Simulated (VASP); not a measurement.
# Al (Fm-3m) in VASP: a series of runs

The runs below take Al through single point, with PBE.

All numbers are computed with VASP 6.6.1; they aren't measurements. Logs are shortened: lines on timing, memory, paths and dates and some standing lists are left out, and cuts for length are marked.

## Step 1: The cell of the first run

Symmetry: Fm-3m, No. 225, cubic system. The conventional cell has a = 4.039 Å, b = 4.039 Å, c = 4.039 Å, α = 90.00°, β = 90.00°, γ = 90.00°. Al (site symmetry m-3m) has 12 Al at 2.86 Å within 3.8 Å.

## Step 2: Single point, PBE

INCAR reads:

```
PREC = Accurate
ENCUT = 500
EDIFF = 1E-6
ISMEAR = 0
SIGMA = 0.27211386245988
LREAL = F
LASPH = T
NELM = 120
ALGO = Normal
ISIF = 2
LWAVE = F
LCHARG = F
GGA = PE
NBANDS = 8
GGA_COMPAT = F
```

KPOINTS reads:

```
Automatic mesh
0
Gamma
  6 6 6
```

POSCAR reads:

```
Al
1.0
    0.0000000000      2.0194648466      2.0194648466
    2.0194648466      0.0000000000      2.0194648466
    2.0194648466      2.0194648466      0.0000000000
Al
1
Direct
    0.9450000000      0.8830000000      0.4330000000
```

Potentials or basis: VASP PAW PBE potentials, release 64 (Al).

On the command line:

```console
> cat potpaw_PBE.64/Al/POTCAR > POTCAR
> mpirun -np 1 vasp_std > vasp.out
```

OUTCAR:

```text
PREC = Accurate
   ENCUT = 500
   EDIFF = 1E-6
   ISMEAR = 0
   LREAL = F
   LASPH = T
   NELM = 120
   ISIF = 2
   GGA = PE

 ion  position               nearest neighbor table
   1  0.945  0.883  0.433-

  LATTYP: Found a face centered cubic cell.
 ALAT       =     4.0389296932

  Lattice vectors:

 A1 = (   0.0000000000,   2.0194648466,   2.0194648466)
 A2 = (   2.0194648466,   0.0000000000,   2.0194648466)
 A3 = (   2.0194648466,   2.0194648466,   0.0000000000)

Analysis of symmetry for initial positions (statically):
=====================================================================
 Subroutine PRICEL returns:
 Original cell was already a primitive cell.

 Routine SETGRP: Setting up the symmetry group for a
 face centered cubic supercell.

 Subroutine GETGRP returns: Found 48 space group operations
 (whereof  1 operations were pure point group operations)
 out of a pool of 48 trial point group operations.

The static configuration has the point symmetry C_1 .
 The point group associated with its full space group is O_h .

Analysis of symmetry for dynamics (positions and initial velocities):
=====================================================================
 Subroutine PRICEL returns:
 Original cell was already a primitive cell.

 Routine SETGRP: Setting up the symmetry group for a
 face centered cubic supercell.

 Subroutine GETGRP returns: Found 48 space group operations
 (whereof  1 operations were pure point group operations)
 out of a pool of 48 trial point group operations.

The dynamic configuration has the point symmetry C_1 .
 The point group associated with its full space group is O_h .

 Subroutine INISYM returns: Found 48 space group operations
 (whereof  1 operations are pure point group operations),
 and found     1 'primitive' translations

----------------------------------------------------------------------------------------

                                     Primitive cell

  volume of cell :      16.4717

  direct lattice vectors                    reciprocal lattice vectors
     0.000000000  2.019464847  2.019464847    -0.247590346  0.247590346  0.247590346
     2.019464847  0.000000000  2.019464847     0.247590346 -0.247590346  0.247590346
     2.019464847  2.019464847  0.000000000     0.247590346  0.247590346 -0.247590346

  length of vectors
     2.855954575  2.855954575  2.855954575     0.428839059  0.428839059  0.428839059

  position of ions in fractional coordinates (direct lattice)
     0.945000000  0.883000000  0.433000000

  ion indices of the primitive-cell ions
   primitive index   ion index
                 1           1

----------------------------------------------------------------------------------------

 KPOINTS: Automatic mesh

Automatic generation of k-mesh.
 Grid dimensions read from file:
 generate k-points for:    6    6    6

 Generating k-lattice:

  Cartesian coordinates                     Fractional coordinates (reciprocal lattice)
    -0.041265058  0.041265058  0.041265058     0.166666667  0.000000000  0.000000000
     0.041265058 -0.041265058  0.041265058     0.000000000  0.166666667  0.000000000
     0.041265058  0.041265058 -0.041265058     0.000000000  0.000000000  0.166666667

  Length of vectors
     0.071473176  0.071473176  0.071473176

  Shift w.r.t. Gamma in fractional coordinates (k-lattice)
     0.000000000  0.000000000  0.000000000

 Subroutine IBZKPT returns following result:
 ===========================================

 Found     16 irreducible k-points:

 Following reciprocal coordinates:
            Coordinates               Weight
  0.000000  0.000000  0.000000      1.000000
  0.166667  0.000000  0.000000      8.000000
  0.333333  0.000000  0.000000      8.000000
  0.500000  0.000000  0.000000      4.000000
  0.166667  0.166667  0.000000      6.000000
  0.333333  0.166667  0.000000     24.000000
[... 8 lines left out ...]
 -0.333333  0.333333  0.166667     24.000000
 -0.333333  0.500000  0.166667     12.000000
   k-points           NKPTS =     16   k-points in BZ     NKDIM =     16   number of bands    NBANDS=      8
   number of dos      NEDOS =    301   number of ions     NIONS =      1
   total plane-waves  NPLWV =  13824
   dimension x,y,z NGX =    24 NGY =   24 NGZ =   24
   dimension x,y,z NGXF=    48 NGYF=   48 NGZF=   48
   ions per type =               1
   NGX,Y,Z   is equivalent  to a cutoff of  13.97, 13.97, 13.97 a.u.
   NGXF,Y,Z  is equivalent  to a cutoff of  27.94, 27.94, 27.94 a.u.
 SYSTEM =  unknown system
   PREC   = accura    normal or accurate (medium, high low for compatibility)
   ISTART =      0    job   : 0-new  1-cont  2-samecut
   ICHARG =      2    charge: 1-file 2-atom 10-const
   ISPIN  =      1    spin polarized calculation?
   LNONCOLLINEAR =      F non collinear calculations
   LSORBIT =      F    spin-orbit coupling
   LASPH  =      T    aspherical Exc in radial PAW
   ENCUT  =  500.0 eV  36.75 Ry    6.06 a.u.   5.21  5.21  5.21*2*pi/ulx,y,z
   NELM   =    120;   NELMIN=  2; NELMDL= -5     # of ELM steps
   EDIFF  = 0.1E-05   stopping-criterion for ELM
   LREAL  =      F    real-space projection
   EDIFFG = 0.1E-04   stopping-criterion for IOM
   NSW    =      0    number of steps for IOM
   IBRION =     -1    ionic relax: 0-MD 1-quasi-New 2-CG
   NFREE  =      0    steps in history (QN), initial steepest desc. (CG)
   ISIF   =      2    stress and relaxation
   ISYM   =      2    0-nonsym 1-usesym 2-fastsym
   POTIM  = 0.5000    time-step for ionic-motion
   TEBEG  =    0.0;   TEEND  =   0.0 temperature during run
   PSTRESS=    0.0 pullay stress
   NELECT =       3.0000    total number of electrons
   NUPDOWN=      -1.0000    fix difference up-down
   EMIN   =  10.00;   EMAX   =-10.00  energy-range for DOS
   EFERMI =   0.00;   METHOD = LEGACY
   ISMEAR =     0;   SIGMA  =   0.27  broadening in eV -4-tet -1-fermi 0-gaus
   EFERMI_NEDOS =   21; number of points for ismear=-14 and -15
   IALGO  =     38    algorithm
   IMIX   =      4    mixing-type and parameters
     AMIX     =   0.40;   BMIX     =  1.00
     AMIX_MAG =   1.60;   BMIX_MAG =  1.00
  volume/ion in A,a.u.               =      16.47       111.16
  Fermi-wavevector in a.u.,A,eV,Ry     =   0.927974  1.753616 11.716453  0.861135
  Thomas-Fermi vector in A             =   2.054101
   LORBIT       =      0    0 simple, 1 ext, 2 COOP (PROOUT), +10 PAW based schemes
   GGA     = PE    functional components
   LHFCALC =     F    Hartree Fock is set to
   AEXX    =    0.0000 exact exchange contribution
   IVDW    =     0    specifies the selected vdW correction
   LEPSILON=     F    determine dielectric tensor
   LRPA    =     F    only Hartree local field effects (RPA)
 non-spin polarized calculation
 Gauss-broadening in eV      SIGMA  =   0.27
  energy-cutoff  :      500.00
  volume of cell :       16.47
 maximum number of plane-waves:       444
 NGX is ok and might be reduce to    24
   NGX = 11   NGY = 11   NGZ = 11

 number of electron       3.0000000 magnetization

 Free energy of the ion-electron system (eV)
  ---------------------------------------------------
  ext. energy  EPLUGINS =         0.00000000
  ---------------------------------------------------
  free energy    TOTEN  =        -3.81911505 eV

  energy without entropy =       -3.80779489  energy(sigma->0) =       -3.81345497

 E-fermi :   8.3176     XC(G=0): -10.2032

 val. band max:        7.3674634161   @ k =  -0.3333   0.5000   0.1667
 cond. band min:       8.4148709791   @ k =  -0.3333   0.3333   0.0000
 fundamental gap:      1.0474075629
 Fermi energy:         8.3176445942

 k-point     1 :       0.0000    0.0000    0.0000
  band No.  band energies     occupation
      1      -3.1289      2.00000
      2      20.6457      0.00000
      3      20.6457      0.00000
      4      20.6457      0.00000
      5      22.1520      0.00000
      6      22.1520      0.00000
      7      22.1520      0.00000
      8      24.4929      0.00000

 k-point     2 :       0.1667    0.0000    0.0000
  band No.  band energies     occupation
      1      -2.3746      2.00000
      2      14.6657      0.00000
      3      19.3798      0.00000
      4      19.3798      0.00000
      5      22.6214      0.00000
      6      24.0699      0.00000
      7      24.0699      0.00000
      8      25.3061      0.00000

 k-point     3 :       0.3333    0.0000    0.0000
  band No.  band energies     occupation
      1      -0.1355      2.00000
      2       8.5135      0.30873
      3      18.7993      0.00000
      4      18.7993      0.00000
      5      21.3950      0.00000
      6      21.3950      0.00000
      7      22.3637      0.00000
      8      25.3704      0.00000

 k-point     4 :       0.5000    0.0000    0.0000
  band No.  band energies     occupation
      1       3.4179      2.00000
      2       3.6351      2.00000
      3      19.4459      0.00000
      4      19.4459      0.00000
      5      19.4863      0.00000
      6      19.4863      0.00000
      7      23.1559      0.00000
      8      23.3201      0.00000

 k-point     5 :       0.1667    0.1667    0.0000
  band No.  band energies     occupation
      1      -2.1240      2.00000
      2      17.0417      0.00000
      3      17.0417      0.00000
      4      17.1858      0.00000
      5      20.3348      0.00000
      6      20.5034      0.00000
      7      27.1396      0.00000
      8      27.1396      0.00000
[... 89 lines left out ...]
 k-point    14 :       0.5000    0.3333    0.1667
  band No.  band energies     occupation
      1       1.8229      2.00000
      2       9.7195      0.00000
      3      11.1905      0.00000
      4      13.4015      0.00000
      5      20.8472      0.00000
      6      22.5088      0.00000
      7      24.4660      0.00000
      8      31.1274      0.00000

 k-point    15 :      -0.3333    0.3333    0.1667
  band No.  band energies     occupation
      1       5.2748      2.00000
      2       5.5485      2.00000
      3      11.0181      0.00000
      4      11.6090      0.00000
      5      22.0623      0.00000
      6      22.5396      0.00000
      7      26.9905      0.00000
      8      28.1325      0.00000

 k-point    16 :      -0.3333    0.5000    0.1667
  band No.  band energies     occupation
      1       6.0123      2.00000
      2       7.3675      2.00000
      3       8.7912      0.01386
      4      10.3802      0.00000
      5      19.9571      0.00000
      6      21.8184      0.00000
      7      28.0911      0.00000
      8      29.1379      0.00000

------------------------ aborting loop because EDIFF is reached ----------------------------------------

  FORCE on cell =-STRESS in cart. coord.  units (eV):
  Direction    XX          YY          ZZ          XY          YZ          ZX
  --------------------------------------------------------------------------------------
  -------------------------------------------------------------------------------------
  Total        0.0478631      0.0478631      0.0478631      0.0000000      0.0000000     -0.0000000
  in kB        4.6555636      4.6555636      4.6555636      0.0000000      0.0000000     -0.0000000
  external PRESSURE =       4.6555636 kB  Pullay stress =       0.0000000 kB

 VOLUME and BASIS-vectors are now :
 -----------------------------------------------------------------------------
  energy-cutoff  :      500.00
  volume of cell :       16.47
      direct lattice vectors                 reciprocal lattice vectors
     0.000000000  2.019464847  2.019464847    -0.247590346  0.247590346  0.247590346
     2.019464847  0.000000000  2.019464847     0.247590346 -0.247590346  0.247590346
     2.019464847  2.019464847  0.000000000     0.247590346  0.247590346 -0.247590346

 POSITION                                       TOTAL-FORCE (eV/Angst)
 -----------------------------------------------------------------------------------
      2.65762      2.78282      3.69158        -0.000000     -0.000000     -0.000000
 -----------------------------------------------------------------------------------
    total drift:                               -0.000000      0.000000      0.000000

  FREE ENERGIE OF THE ION-ELECTRON SYSTEM (eV)
  ---------------------------------------------------
  free  energy   TOTEN  =        -3.8191150504 eV

  energy  without entropy=       -3.8077948912  energy(sigma->0) =       -3.81345497
```

Run time: 1.3 s. Hardware: 1 thread of Intel Xeon 6975P-C (Granite Rapids), shared host; peak memory 0.12 GiB.

Results:

* Free energy: -3.8191 eV
* Pressure: 0.5 GPa

Caveat: the k points lie up to 0.45 Å⁻¹ apart.

## Step 3: Single point, PBE

INCAR reads:

```
PREC     = Accurate       # precision mode
ENCUT    = 500            # plane-wave cutoff, eV
EDIFF    = 1E-6           # SCF threshold, eV
ISMEAR   = 0              # smearing method
SIGMA    = 0.1            # smearing width, eV
LREAL    = F              # projectors in reciprocal space
LASPH    = T              # aspherical terms in the spheres
NELM     = 120            # most SCF steps
ALGO     = Normal         # electronic algorithm
ISIF     = 2              # what is computed and relaxed
LWAVE    = F              # write WAVECAR
LCHARG   = T              # write CHGCAR
GGA      = PE             # functional
LELF     = T              # ELF
LVHAR    = T            
NELECT   = 3.5          
NBANDS   = 8              # bands
GGA_COMPAT= F
```

KPOINTS reads:

```
regular mesh
0
Gamma
  6 6 6
```

POSCAR: that of step 2 with these lines changed.

```diff
@@ -8,2 +8,2 @@
 Direct
-    0.9450000000      0.8830000000      0.4330000000
+    0.0000000000      0.0000000000      0.0000000000
```

Potentials or basis: VASP PAW PBE potentials, release 64 (Al).

On the command line:

```console
> cat potpaw_PBE.64/Al/POTCAR > POTCAR
> mpirun -np 1 vasp_std > vasp.out
```

It took 1.4 s on 1 thread of Intel Xeon 6975P-C (Granite Rapids), shared host; peak memory 0.12 GiB.

It converged, with:

```yaml
Free_energy: 0.5081 eV
```

Levels at points of the mesh, in eV from the Fermi level:
```tsv
k point	band 1	band 2	band 3	band 4	band 5	band 6	band 7
(0.00, 0.00, 0.00)	-12.59	11.18	11.18	11.18	12.72	12.72	12.72
(0.50, 0.00, 0.00)	-6.05	-5.81	10.01	10.01	10.02	10.02	13.66
(0.50, 0.50, 0.00)	-4.36	-3.05	3.82	4.17	4.17	7.65	23.98
```

Caveat: the k points lie up to 0.45 Å⁻¹ apart; the cell carries a net charge on a neutralising background, which shifts energy and pressure; the cell is charged against a uniform background, so pressure and absolute levels hang on convention.

[end of part 1 of 2]
